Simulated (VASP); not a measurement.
# SrRu3 (Pm-3m) in VASP: a series of runs

SrRu3 is run at these levels: PBE; tasks: relaxation of cell and atoms, single point.

Everything below comes from runs of VASP 6.6.1. Logs are shortened: lines on timing, memory, paths and dates and some standing lists are left out, and cuts for length are marked.

### 1 The cell of the first run

The structure is cubic, space group Pm-3m (No. 221). The conventional cell has a = 4.075 Å, b = 4.075 Å, c = 4.075 Å, α = 90.00°, β = 90.00°, γ = 90.00°. Sr (site symmetry m-3m) has 12 Ru at 2.88 Å within 3.8 Å. Ru (site symmetry 4/mmm) has 4 Sr at 2.88 Å and 8 Ru at 2.88 Å within 3.8 Å.

The cell was generated, and may not be a known phase.

### 2 Relaxation of cell and atoms, PBE

The input, INCAR:

```
PREC     = Accurate       # precision mode
ENCUT    = 500            # plane-wave cutoff, eV
EDIFF    = 1E-7           # SCF threshold, eV
ISMEAR   = 0              # smearing method
SIGMA    = 0.1            # smearing width, eV
LREAL    = F              # projectors in reciprocal space
LASPH    = T              # aspherical terms in the spheres
NELM     = 120            # most SCF steps
ALGO     = Normal         # electronic algorithm
ISIF     = 3              # what is computed and relaxed
LWAVE    = F              # write WAVECAR
LCHARG   = F              # write CHGCAR
GGA      = PE             # functional
IBRION   = 2              # ionic algorithm
NSW      = 90             # ionic steps
EDIFFG   = -0.04          # ionic threshold
GGA_COMPAT= F            
NELMIN   = 4
```

The input, KPOINTS:

```
Automatic mesh
0
Gamma
  4 4 4
```

The input, POSCAR:

```
SrRu3
1.0
    4.0750251600      0.0000000000      0.0000000000
    0.0000000000      4.0750251600      0.0000000000
    0.0000000000      0.0000000000      4.0750251600
Sr Ru
1 3
Direct
    0.0000000000      0.0000000000      0.0000000000
    0.5000000000      0.0000000000      0.5000000000
    0.0000000000      0.5000000000      0.5000000000
    0.5000000000      0.5000000000      0.0000000000
```

Potentials or basis: VASP PAW PBE potentials, release 64 (Sr_sv, Ru_pv).

The run is started by

```
cat potpaw_PBE.64/Sr_sv/POTCAR potpaw_PBE.64/Ru_pv/POTCAR > POTCAR
mpirun -np 1 vasp_std > vasp.out
```

OUTCAR:

```text
PREC = Accurate
   ENCUT = 500
   EDIFF = 1E-7
   ISMEAR = 0
   LREAL = F
   LASPH = T
   NELM = 120
   ISIF = 3
   GGA = PE
   IBRION = 2
   NSW = 90
   EDIFFG = -0.04
   NELMIN = 4

 ion  position               nearest neighbor table
   1  0.000  0.000  0.000-   2 2.88   3 2.88   4 2.88   2 2.88   3 2.88   3 2.88   4 2.88   3 2.88
                             2 2.88   4 2.88   2 2.88   4 2.88
   2  0.500  0.000  0.500-   1 2.88   3 2.88   4 2.88   1 2.88   4 2.88   3 2.88   4 2.88   4 2.88
                             1 2.88   3 2.88   1 2.88   3 2.88
   3  0.000  0.500  0.500-   1 2.88   2 2.88   4 2.88   1 2.88   4 2.88   1 2.88   2 2.88   1 2.88
                             2 2.88   4 2.88   4 2.88   2 2.88
   4  0.500  0.500  0.000-   1 2.88   2 2.88   3 2.88   2 2.88   3 2.88   1 2.88   2 2.88   2 2.88
                             1 2.88   3 2.88   3 2.88   1 2.88

  LATTYP: Found a simple cubic cell.
 ALAT       =     4.0750251600

  Lattice vectors:

 A1 = (   4.0750251600,   0.0000000000,   0.0000000000)
 A2 = (   0.0000000000,   4.0750251600,   0.0000000000)
 A3 = (   0.0000000000,   0.0000000000,   4.0750251600)

Analysis of symmetry for initial positions (statically):
=====================================================================
 Subroutine PRICEL returns:
 Original cell was already a primitive cell.

 Routine SETGRP: Setting up the symmetry group for a
 simple cubic supercell.

 Subroutine GETGRP returns: Found 48 space group operations
 (whereof 48 operations were pure point group operations)
 out of a pool of 48 trial point group operations.

The static configuration has the point symmetry O_h .

Analysis of symmetry for dynamics (positions and initial velocities):
=====================================================================
 Subroutine PRICEL returns:
 Original cell was already a primitive cell.

 Routine SETGRP: Setting up the symmetry group for a
 simple cubic supercell.

 Subroutine GETGRP returns: Found 48 space group operations
 (whereof 48 operations were pure point group operations)
 out of a pool of 48 trial point group operations.

The dynamic configuration has the point symmetry O_h .

 Subroutine INISYM returns: Found 48 space group operations
 (whereof 48 operations are pure point group operations),
 and found     1 'primitive' translations

----------------------------------------------------------------------------------------

                                     Primitive cell
[... 70 lines left out ...]
 SYSTEM =  unknown system
   PREC   = accura    normal or accurate (medium, high low for compatibility)
   ISTART =      0    job   : 0-new  1-cont  2-samecut
   ICHARG =      2    charge: 1-file 2-atom 10-const
   ISPIN  =      1    spin polarized calculation?
   LNONCOLLINEAR =      F non collinear calculations
   LSORBIT =      F    spin-orbit coupling
   LASPH  =      T    aspherical Exc in radial PAW
   ENCUT  =  500.0 eV  36.75 Ry    6.06 a.u.   7.43  7.43  7.43*2*pi/ulx,y,z
   NELM   =    120;   NELMIN=  4; NELMDL= -5     # of ELM steps
   EDIFF  = 0.1E-06   stopping-criterion for ELM
   LREAL  =      F    real-space projection
   EDIFFG = -.4E-01   stopping-criterion for IOM
   NSW    =     90    number of steps for IOM
   IBRION =      2    ionic relax: 0-MD 1-quasi-New 2-CG
   NFREE  =      1    steps in history (QN), initial steepest desc. (CG)
   ISIF   =      3    stress and relaxation
   ISYM   =      2    0-nonsym 1-usesym 2-fastsym
   POTIM  = 0.5000    time-step for ionic-motion
   TEBEG  =    0.0;   TEEND  =   0.0 temperature during run
   PSTRESS=    0.0 pullay stress
   NELECT =      52.0000    total number of electrons
   NUPDOWN=      -1.0000    fix difference up-down
   EMIN   =  10.00;   EMAX   =-10.00  energy-range for DOS
   EFERMI =   0.00;   METHOD = LEGACY
   ISMEAR =     0;   SIGMA  =   0.10  broadening in eV -4-tet -1-fermi 0-gaus
   EFERMI_NEDOS =   21; number of points for ismear=-14 and -15
   IALGO  =     38    algorithm
   IMIX   =      4    mixing-type and parameters
     AMIX     =   0.40;   BMIX     =  1.00
     AMIX_MAG =   1.60;   BMIX_MAG =  1.00
  volume/ion in A,a.u.               =      16.92       114.16
  Fermi-wavevector in a.u.,A,eV,Ry     =   1.499497  2.833639 30.592588  2.248492
  Thomas-Fermi vector in A             =   2.611119
   LORBIT       =      0    0 simple, 1 ext, 2 COOP (PROOUT), +10 PAW based schemes
   GGA     = PE    functional components
   LHFCALC =     F    Hartree Fock is set to
   AEXX    =    0.0000 exact exchange contribution
   IVDW    =     0    specifies the selected vdW correction
   LEPSILON=     F    determine dielectric tensor
   LRPA    =     F    only Hartree local field effects (RPA)
 conjugate gradient relaxation of ions
 non-spin polarized calculation
 Gauss-broadening in eV      SIGMA  =   0.10
  energy-cutoff  :      500.00
  volume of cell :       67.67
 maximum number of plane-waves:      1747
 NGX is ok and might be reduce to    30
   NGX = 15   NGY = 15   NGZ = 15

--------------------------------------- Ionic step        1  -------------------------------------------

 number of electron      52.0000026 magnetization

 Free energy of the ion-electron system (eV)
  ---------------------------------------------------
  ext. energy  EPLUGINS =         0.00000000
  ---------------------------------------------------
  free energy    TOTEN  =       -24.99127087 eV

  energy without entropy =      -24.94334502  energy(sigma->0) =      -24.96730795

------------------------ aborting loop because EDIFF is reached ----------------------------------------

  FORCE on cell =-STRESS in cart. coord.  units (eV):
  Direction    XX          YY          ZZ          XY          YZ          ZX
  --------------------------------------------------------------------------------------
  -------------------------------------------------------------------------------------
  Total        2.3595590      2.3595590      2.3595590     -0.0000000     -0.0000000      0.0000000
  in kB       55.8663811     55.8663811     55.8663811     -0.0000000     -0.0000000      0.0000000
  external PRESSURE =      55.8663811 kB  Pullay stress =       0.0000000 kB
[... 63 lines left out ...]
--------------------------------------- Ionic step        3  -------------------------------------------

 number of electron      51.9999987 magnetization

 Free energy of the ion-electron system (eV)
  ---------------------------------------------------
  ext. energy  EPLUGINS =         0.00000000
  ---------------------------------------------------
  free energy    TOTEN  =       -25.03622566 eV

  energy without entropy =      -24.98363450  energy(sigma->0) =      -25.00993008

 E-fermi :   7.8068     XC(G=0): -12.3257

 val. band max:        7.7892828215   @ k =   0.5000   0.0000   0.0000
 cond. band min:       7.8232493028   @ k =   0.5000   0.2500   0.0000
 fundamental gap:      0.0339664813
 Fermi energy:         7.8067526046

 k-point     1 :       0.0000    0.0000    0.0000
  band No.  band energies     occupation
      1     -34.3678      2.00000
      2     -34.3678      2.00000
      3     -34.3678      2.00000
      4     -34.0891      2.00000
      5     -34.0891      2.00000
      6     -34.0891      2.00000
[... 360 lines left out ...]
  FREE ENERGIE OF THE ION-ELECTRON SYSTEM (eV)
  ---------------------------------------------------
  free  energy   TOTEN  =       -25.0362256619 eV

  energy  without entropy=      -24.9836345000  energy(sigma->0) =      -25.00993008

 reached required accuracy - stopping structural energy minimisation
```

Wall time 57 s (1 thread of Intel Xeon 8259CL, shared host); peak memory 0.18 GiB.

Results:

```
Free energy                           : -25.0362 eV
Relaxed volume                        : 17.59 Å³/atom
Relaxed cell                          : a = 4.129 Å, b = 4.129 Å, c = 4.129 Å, α = 90.00°, β = 90.00°, γ = 90.00°
Space group after relaxing (to 0.1 Å) : Pm-3m (No. 221)
Energy gained by relaxing             : 11.2 meV/atom
Ionic steps                           : 3
Pressure after relaxing               : 0.0 GPa
Band gap on the k mesh                : zero (bands 26 and 27 overlap by 1.92 eV)
```

The path:
```csv
step,energy change (eV),largest force (eV/Å),pressure (GPa),volume (Å³)
1,0.0000,0.0000,5.59,67.67
2,0.0117,0.0000,-5.32,73.61
3,-0.0450,0.0000,-0.04,70.37
```

Final structure:
```
Sr Ru
1.0
     4.12859    0.00000    0.00000
     0.00000    4.12859    0.00000
     0.00000    0.00000    4.12859
Sr Ru
1 3
Direct
  0.00000 0.00000 0.00000
  0.50000 0.00000 0.50000
  0.00000 0.50000 0.50000
  0.50000 0.50000 0.00000
```

Levels at points of the mesh, in eV from the Fermi level:
```tsv
k point	band 22	band 23	band 24	band 25	band 26	band 27	band 28	band 29	band 30	band 31
(0.00, 0.00, 0.00)	-0.75	-0.75	0.59	0.59	1.47	1.83	1.83	1.83	4.57	4.57
(0.50, 0.00, 0.00)	-1.55	-1.55	-0.37	-0.21	-0.09	-0.02	-0.02	0.77	1.83	4.31
(0.50, 0.50, 0.00)	-1.25	-1.14	-1.05	-0.59	-0.46	-0.46	0.13	0.14	0.78	3.90
(0.50, 0.50, 0.50)	-0.85	-0.85	-0.23	-0.23	0.96	1.49	1.49	1.49	3.36	3.36
```

Caveat: the k points lie up to 0.38 Å⁻¹ apart in the final cell, too coarse for converged energies and pressures of a metal.

### 3 Single point, PBE, collinear spin, ferromagnetic start

This run uses another cell than the first one, of 17.52 Å³/atom.

The input, INCAR:

```
SYSTEM = SrRu3
ALGO = Normal
EDIFF = 1E-6
ENCUT = 500
GGA = PE
GGA_COMPAT = .FALSE.
ISIF = 2
ISMEAR = 0
ISPIN = 2
LASPH = .TRUE.
LCHARG = .FALSE.
LMAXMIX = 4
LORBIT = 11
LREAL = .FALSE.
LWAVE = .FALSE.
MAGMOM = 0 1 1 1
NBANDS = 38
NELM = 200
PREC = Accurate
SIGMA = 0.1
```

The input, KPOINTS:

```
k-points
0
G
  4 4 4
  0 0 0
```

The input, POSCAR:

```
SrRu3
1.0
    4.1227802096      0.0000000000      0.0000000000
    0.0000000000      4.1227802096      0.0000000000
    0.0000000000      0.0000000000      4.1227802096
Sr Ru
1 3
Direct
    0.0000000000      0.0000000000      0.0000000000
    0.5000000000      0.0000000000      0.5000000000
    0.0000000000      0.5000000000      0.5000000000
    0.5000000000      0.5000000000      0.0000000000
```

Potentials or basis: VASP PAW PBE potentials, release 64 (Sr_sv, Ru_pv).

The run is started by

```
cat potpaw_PBE.64/Sr_sv/POTCAR potpaw_PBE.64/Ru_pv/POTCAR > POTCAR
mpirun -np 1 vasp_std > vasp.out
```

It took 61 s on 1 thread of Intel Xeon 8259CL, shared host; peak memory 0.2 GiB.

Results (log left out):

```yaml
Free_energy: -25.0600 eV
Pressure: 1.5 GPa
Net_moment: 1.89 μB per cell
Site_moments: Sr +0.00; Ru +0.59 μB
Valence_electrons_inside_the_program's_atomic_spheres: Sr 8.39; Ru 12.49
```

Levels at points of the mesh, in eV from the Fermi level:
Spin up:
```csv
k point,band 23,band 24,band 25,band 26,band 27,band 28,band 29,band 30
"(0.00, 0.00, 0.00)",-1.00,0.28,0.28,1.24,1.67,1.67,1.67,4.48
"(0.50, 0.00, 0.00)",-1.71,-0.63,-0.42,-0.35,-0.26,-0.26,0.48,1.67
"(0.50, 0.50, 0.00)",-1.40,-1.29,-0.82,-0.76,-0.76,-0.15,-0.04,0.66
"(0.50, 0.50, 0.50)",-1.16,-0.51,-0.51,0.87,1.30,1.30,1.30,3.28
```
Spin down:
```tsv
k point	band 21	band 22	band 23	band 24	band 25	band 26	band 27	band 28	band 29	band 30
(0.00, 0.00, 0.00)	-0.58	-0.58	-0.58	0.91	0.91	1.65	2.00	2.00	2.00	4.60
(0.50, 0.00, 0.00)	-1.46	-1.46	-1.43	-0.12	-0.05	0.09	0.17	0.17	1.08	2.00
(0.50, 0.50, 0.00)	-1.17	-1.17	-0.97	-0.86	-0.45	-0.16	-0.16	0.27	0.36	0.75
(0.50, 0.50, 0.50)	-0.57	-0.57	-0.57	-0.04	-0.04	1.01	1.66	1.66	1.66	3.36
```

Caveat: the k points lie up to 0.38 Å⁻¹ apart.

The gap in the log of VASP goes by the Fermi energy; the results here count the filled bands.